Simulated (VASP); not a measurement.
# AlGa3N4 (Pm) in VASP: single point with r2SCAN

Aim: the single point of AlGa3N4 with r2SCAN.

Everything below comes from runs of VASP 6.6.1. Logs are shortened: lines on timing, memory, paths and dates and some standing lists are left out, and cuts for length are marked.

### 1 The cell of the first run

It takes space group Pm (No. 6, monoclinic). Conventional cell: a = 5.146 Å, b = 3.167 Å, c = 5.484 Å, α = 90.00°, β = 90.04°, γ = 90.00°. Within 2.5 Å of Al (site symmetry m) lie 4 N at 1.89 to 1.90 Å. Within 2.6 Å of Ga (site symmetry m) lie 4 N at 1.94 to 1.96 Å. Ga (site symmetry m) has 4 N at 1.94 to 1.97 Å within 2.6 Å. Within 2.6 Å of Ga (site symmetry m) lie 4 N at 1.95 to 1.96 Å. N (site symmetry m) has 1 Al at 1.89 Å and 3 Ga at 1.95 to 1.96 Å within 2.5 Å. N (site symmetry m) has 2 Al at 1.90 Å and 2 Ga at 1.96 to 1.97 Å within 2.5 Å. N (site symmetry m) has 4 Ga at 1.94 to 1.95 Å within 2.6 Å. Within 2.5 Å of N (site symmetry m) lie 1 Al at 1.89 Å and 3 Ga at 1.95 Å.

### 2 Single point, r2SCAN

Contents of POSCAR:

```
AlGa3N4
1.0
    5.1455897724      0.0000000000      0.0000000000
    0.0000000000      3.1670776200      0.0000000000
   -0.0037175149      0.0000000000      5.4836534091
Al Ga N
1 3 4
Direct
    0.0005010800      0.5000000000      0.6673044000
    0.4991393100      0.5000000000      0.3351465300
    0.4991348800      0.0000000000      0.8313261600
    0.9999082200      0.0000000000      0.1662408900
    0.1192384400      0.5000000000      0.3412971500
    0.1168290500      0.0000000000      0.8252645200
    0.6202470100      0.0000000000      0.1661509300
    0.6326020200      0.5000000000      0.6672704200
```

Contents of INCAR.step1:

```
ALGO = Normal
EDIFF = 1E-4
ENCUT = 520
GGA = PE
ISMEAR = 0
LASPH = True
LCHARG = False
LREAL = False
LWAVE = True
NBANDS = 41
NELM = 100
PREC = Accurate
SIGMA = 0.05
```

Contents of INCAR.step2:

```
ALGO = Normal
EDIFF = 1E-6
ENCUT = 520
ISIF = 2
ISMEAR = 0
ISTART = 1
LASPH = True
LCHARG = False
LMIXTAU = True
LREAL = False
LWAVE = False
METAGGA = R2SCAN
NBANDS = 41
NELM = 100
PREC = Accurate
SIGMA = 0.05
```

Contents of KPOINTS:

```
k-points
0
Gamma
  6 8 6
```

Potentials or basis: VASP PAW PBE potentials, release 64 (Al, Ga_d, N).

Command:

```console
cat potpaw_PBE.64/Al/POTCAR potpaw_PBE.64/Ga_d/POTCAR potpaw_PBE.64/N/POTCAR > POTCAR
cp INCAR.step1 INCAR
mpirun -np 1 vasp_std > vasp.out
cp INCAR.step2 INCAR
mpirun -np 1 vasp_std > vasp.out
```

OUTCAR:

```text
EDIFF = 1E-6
   ENCUT = 520
   ISIF = 2
   ISMEAR = 0
   ISTART = 1
   LASPH = True
   LREAL = False
   METAGGA = R2SCAN
   NELM = 100
   PREC = Accurate

 ion  position               nearest neighbor table
   1  0.001  0.500  0.667-   5 1.89   8 1.89   6 1.90   6 1.90
   2  0.499  0.500  0.335-   7 1.94   7 1.94   8 1.95   5 1.96
   3  0.499  0.000  0.831-   7 1.94   8 1.95   8 1.95   6 1.97
   4  1.000  0.000  0.166-   5 1.95   5 1.95   7 1.95   6 1.96
   5  0.119  0.500  0.341-   1 1.89   4 1.95   4 1.95   2 1.96
   6  0.117  0.000  0.825-   1 1.90   1 1.90   4 1.96   3 1.97
   7  0.620  0.000  0.166-   2 1.94   2 1.94   3 1.94   4 1.95
   8  0.633  0.500  0.667-   1 1.89   2 1.95   3 1.95   3 1.95

  LATTYP: Found a simple monoclinic cell.
 ALAT       =     5.1455897724
 B/A-ratio  =     0.6154936091
 C/A-ratio  =     1.0656999317
 COS(beta)  =    -0.0006779265

  Lattice vectors:

 A1 = (   5.1455897724,   0.0000000000,   0.0000000000)
 A2 = (   0.0000000000,   3.1670776200,   0.0000000000)
 A3 = (  -0.0037175149,   0.0000000000,   5.4836534091)

Analysis of symmetry for initial positions (statically):
=====================================================================
 Subroutine PRICEL returns:
 Original cell was already a primitive cell.

 Routine SETGRP: Setting up the symmetry group for a
 simple monoclinic supercell.

 Subroutine GETGRP returns: Found  2 space group operations
 (whereof  2 operations were pure point group operations)
 out of a pool of  4 trial point group operations.

The static configuration has the point symmetry C_1h.

Analysis of symmetry for dynamics (positions and initial velocities):
=====================================================================
 Subroutine PRICEL returns:
 Original cell was already a primitive cell.

 Routine SETGRP: Setting up the symmetry group for a
 simple monoclinic supercell.

 Subroutine GETGRP returns: Found  2 space group operations
 (whereof  2 operations were pure point group operations)
 out of a pool of  4 trial point group operations.

The dynamic configuration has the point symmetry C_1h.

 Subroutine INISYM returns: Found  2 space group operations
 (whereof  2 operations are pure point group operations),
 and found     1 'primitive' translations

----------------------------------------------------------------------------------------

                                     Primitive cell

  volume of cell :      89.3643

  direct lattice vectors                    reciprocal lattice vectors
     5.145589772  0.000000000  0.000000000     0.194341182  0.000000000  0.000131749
     0.000000000  3.167077620  0.000000000     0.000000000  0.315748498  0.000000000
    -0.003717515  0.000000000  5.483653409     0.000000000  0.000000000  0.182360176

  length of vectors
     5.145589772  3.167077620  5.483654669     0.194341227  0.315748498  0.182360176

  position of ions in fractional coordinates (direct lattice)
     0.000501080  0.500000000  0.667304400
     0.499139310  0.500000000  0.335146530
     0.499134880  0.000000000  0.831326160
     0.999908220  0.000000000  0.166240890
     0.119238440  0.500000000  0.341297150
     0.116829050  0.000000000  0.825264520
     0.620247010  0.000000000  0.166150930
     0.632602020  0.500000000  0.667270420

  ion indices of the primitive-cell ions
   primitive index   ion index
                 1           1
                 2           2
                 3           3
                 4           4
                 5           5
                 6           6
                 7           7
                 8           8

----------------------------------------------------------------------------------------

 KPOINTS: k-points

Automatic generation of k-mesh.
 Grid dimensions read from file:
 generate k-points for:    6    8    6

 Generating k-lattice:

  Cartesian coordinates                     Fractional coordinates (reciprocal lattice)
     0.032390197  0.000000000  0.000021958     0.166666667  0.000000000 -0.000000000
     0.000000000  0.039468562  0.000000000     0.000000000  0.125000000  0.000000000
     0.000000000  0.000000000  0.030393363     0.000000000  0.000000000  0.166666667

  Length of vectors
     0.032390204  0.039468562  0.030393363

  Shift w.r.t. Gamma in fractional coordinates (k-lattice)
     0.000000000  0.000000000  0.000000000

 Subroutine IBZKPT returns following result:
 ===========================================

 Found    100 irreducible k-points:

 Following reciprocal coordinates:
            Coordinates               Weight
  0.000000  0.000000  0.000000      1.000000
  0.166667  0.000000  0.000000      2.000000
  0.333333  0.000000 -0.000000      2.000000
  0.500000  0.000000 -0.000000      1.000000
  0.000000  0.125000  0.000000      2.000000
  0.166667  0.125000  0.000000      4.000000
[... 16 lines left out ...]
  0.333333  0.000000  0.166667      2.000000
  0.500000  0.000000  0.166667      2.000000
 [... further k-points ...]
   k-points           NKPTS =    100   k-points in BZ     NKDIM =    100   number of bands    NBANDS=     41
   number of dos      NEDOS =    301   number of ions     NIONS =      8
   total plane-waves  NPLWV =  40320
   dimension x,y,z NGX =    40 NGY =   24 NGZ =   42
   dimension x,y,z NGXF=    80 NGYF=   48 NGZF=   84
   ions per type =               1   3   4
   NGX,Y,Z   is equivalent  to a cutoff of  12.92, 12.60, 12.73 a.u.
   NGXF,Y,Z  is equivalent  to a cutoff of  25.85, 25.20, 25.47 a.u.
 SYSTEM =  unknown system
   PREC   = accura    normal or accurate (medium, high low for compatibility)
   ISTART =      1    job   : 0-new  1-cont  2-samecut
   ICHARG =      0    charge: 1-file 2-atom 10-const
   ISPIN  =      1    spin polarized calculation?
   LNONCOLLINEAR =      F non collinear calculations
   LSORBIT =      F    spin-orbit coupling
   LASPH  =      T    aspherical Exc in radial PAW
   ENCUT  =  520.0 eV  38.22 Ry    6.18 a.u.   9.57  5.89 10.20*2*pi/ulx,y,z
   NELM   =    100;   NELMIN=  2; NELMDL=  0     # of ELM steps
   EDIFF  = 0.1E-05   stopping-criterion for ELM
   LREAL  =      F    real-space projection
   EDIFFG = 0.1E-04   stopping-criterion for IOM
   NSW    =      0    number of steps for IOM
   IBRION =     -1    ionic relax: 0-MD 1-quasi-New 2-CG
   NFREE  =      0    steps in history (QN), initial steepest desc. (CG)
   ISIF   =      2    stress and relaxation
   ISYM   =      2    0-nonsym 1-usesym 2-fastsym
   POTIM  = 0.5000    time-step for ionic-motion
   TEBEG  =    0.0;   TEEND  =   0.0 temperature during run
   PSTRESS=    0.0 pullay stress
   NELECT =      62.0000    total number of electrons
   NUPDOWN=      -1.0000    fix difference up-down
   EMIN   =  10.00;   EMAX   =-10.00  energy-range for DOS
   EFERMI =   0.00;   METHOD = LEGACY
   ISMEAR =     0;   SIGMA  =   0.05  broadening in eV -4-tet -1-fermi 0-gaus
   EFERMI_NEDOS =   21; number of points for ismear=-14 and -15
   IALGO  =     38    algorithm
   IMIX   =      4    mixing-type and parameters
     AMIX     =   0.40;   BMIX     =  1.00
     AMIX_MAG =   1.60;   BMIX_MAG =  1.00
  volume/ion in A,a.u.               =      11.17        75.38
  Fermi-wavevector in a.u.,A,eV,Ry     =   1.449275  2.738732 28.577646  2.100398
  Thomas-Fermi vector in A             =   2.567020
   LORBIT       =      0    0 simple, 1 ext, 2 COOP (PROOUT), +10 PAW based schemes
   METAGGA = R2SCAN    functional components
   LHFCALC =     F    Hartree Fock is set to
   AEXX    =    0.0000 exact exchange contribution
   IVDW    =     0    specifies the selected vdW correction
   LEPSILON=     F    determine dielectric tensor
   LRPA    =     F    only Hartree local field effects (RPA)
 non-spin polarized calculation
 Gauss-broadening in eV      SIGMA  =   0.05
  energy-cutoff  :      520.00
  volume of cell :       89.36
 maximum number of plane-waves:      2432
 NGX is ok and might be reduce to    40
   NGX = 19   NGY = 11   NGZ = 21

 number of electron      61.9999980 magnetization

 Free energy of the ion-electron system (eV)
  ---------------------------------------------------
  ext. energy  EPLUGINS =         0.00000000
  ---------------------------------------------------
  free energy    TOTEN  =       -84.93063828 eV

  energy without entropy =      -84.93063828  energy(sigma->0) =      -84.93063828

 E-fermi :   5.5019     XC(G=0): -12.3526

 val. band max:        5.2670122293   @ k =   0.0000   0.0000   0.0000
 cond. band min:       8.1222990095   @ k =   0.0000   0.0000   0.0000
 fundamental gap:      2.8552867802
 Fermi energy:         5.5019100439

 k-point     1 :       0.0000    0.0000    0.0000
  band No.  band energies     occupation
      1     -11.3335      2.00000
      2     -10.3320      2.00000
      3     -10.1309      2.00000
      4      -9.8275      2.00000
      5      -8.3810      2.00000
      6      -8.3786      2.00000
[... 33 lines left out ...]
     40      16.2661      0.00000
     41      16.5267      0.00000

 k-point     2 :       0.1667    0.0000    0.0000
  band No.  band energies     occupation
      1     -11.2485      2.00000
      2     -10.3409      2.00000
      3     -10.1425      2.00000
      4      -9.8326      2.00000
      5      -8.3764      2.00000
      6      -8.3738      2.00000
[... 33 lines left out ...]
     40      16.2272      0.00000
     41      16.4694      0.00000

 k-point     3 :       0.3333    0.0000   -0.0000
  band No.  band energies     occupation
      1     -11.0201      2.00000
      2     -10.4357      2.00000
      3     -10.1511      2.00000
      4      -9.8379      2.00000
      5      -8.3714      2.00000
      6      -8.3708      2.00000
[... 33 lines left out ...]
     40      16.2430      0.00000
     41      16.2583      0.00000

 k-point     4 :       0.5000    0.0000   -0.0000
  band No.  band energies     occupation
      1     -10.7929      2.00000
      2     -10.6087      2.00000
      3     -10.1453      2.00000
      4      -9.8380      2.00000
      5      -8.3733      2.00000
      6      -8.3685      2.00000
[... 825 lines left out ...]
     40      16.3197      0.00000
     41      16.4341      0.00000

 k-point    23 :       0.3333    0.0000    0.1667
  band No.  band energies     occupation
      1     -10.9585      2.00000
      2     -10.4067      2.00000
      3     -10.1813      2.00000
      4      -9.8647      2.00000
      5      -8.3663      2.00000
      6      -8.3606      2.00000
[... 33 lines left out ...]
     40      16.2262      0.00000
     41      16.4179      0.00000

 k-point    24 :       0.5000    0.0000    0.1667
  band No.  band energies     occupation
      1     -10.7449      2.00000
      2     -10.5604      2.00000
      3     -10.1699      2.00000
      4      -9.8699      2.00000
      5      -8.3647      2.00000
      6      -8.3557      2.00000
[... 33 lines left out ...]
     40      16.0996      0.00000
     41      16.4422      0.00000

 [... further k-points ...]

------------------------ aborting loop because EDIFF is reached ----------------------------------------

  FORCE on cell =-STRESS in cart. coord.  units (eV):
  Direction    XX          YY          ZZ          XY          YZ          ZX
  --------------------------------------------------------------------------------------
  -------------------------------------------------------------------------------------
  Total        0.0155386     -0.0463353      0.0248537      0.0000000      0.0000000     -0.0012996
  in kB        0.2785852     -0.8307268      0.4455924      0.0000000      0.0000000     -0.0232994
  external PRESSURE =      -0.0355164 kB  Pullay stress =       0.0000000 kB

 VOLUME and BASIS-vectors are now :
 -----------------------------------------------------------------------------
  energy-cutoff  :      520.00
  volume of cell :       89.36
      direct lattice vectors                 reciprocal lattice vectors
     5.145589772  0.000000000  0.000000000     0.194341182  0.000000000  0.000131749
     0.000000000  3.167077620  0.000000000     0.000000000  0.315748498  0.000000000
    -0.003717515  0.000000000  5.483653409     0.000000000  0.000000000  0.182360176

 POSITION                                       TOTAL-FORCE (eV/Angst)
 -----------------------------------------------------------------------------------
      0.00010      1.58354      3.65927        -0.001048      0.000000      0.001864
      2.56712      1.58354      1.83783         0.002926      0.000000      0.009693
      2.56525      0.00000      4.55870         0.002183      0.000000     -0.000125
      5.14450      0.00000      0.91161        -0.002647      0.000000     -0.010497
      0.61228      1.58354      1.87156         0.008961      0.000000     -0.012405
      0.59809      0.00000      4.52546         0.019679      0.000000      0.014665
      3.19092      0.00000      0.91111        -0.010577      0.000000     -0.005441
      3.25263      1.58354      3.65908        -0.019476      0.000000      0.002245
 -----------------------------------------------------------------------------------
    total drift:                               -0.032557      0.000000      0.002254

  FREE ENERGIE OF THE ION-ELECTRON SYSTEM (eV)
  ---------------------------------------------------
  free  energy   TOTEN  =       -84.9306382817 eV

  energy  without entropy=      -84.9306382817  energy(sigma->0) =      -84.93063828
```

Run time: 14 min. Hardware: 1 thread of AMD EPYC 9R45 (Zen 5), shared host; peak memory 0.38 GiB.

Results:

```yaml
Free_energy: -84.9306 eV
Pressure: 0.0 GPa
Largest_force: 0.025 eV/Å
Band_gap_on_the_k_mesh: 2.86 eV
```

Forces on the atoms (eV/Å):
```
Al  -0.001  0.000  0.002
Ga   0.003  0.000  0.010
Ga   0.002  0.000  0.000
Ga  -0.003  0.000 -0.010
N    0.009  0.000 -0.012
N    0.020  0.000  0.015
N   -0.011  0.000 -0.005
N   -0.019  0.000  0.002
```

Stress tensor (GPa, compression positive):
```
 0.03  0.00  0.00
 0.00 -0.08  0.00
 0.00  0.00  0.04
```

Caveat: the PAW data sets were made with another functional, which shifts forces and pressure a little.
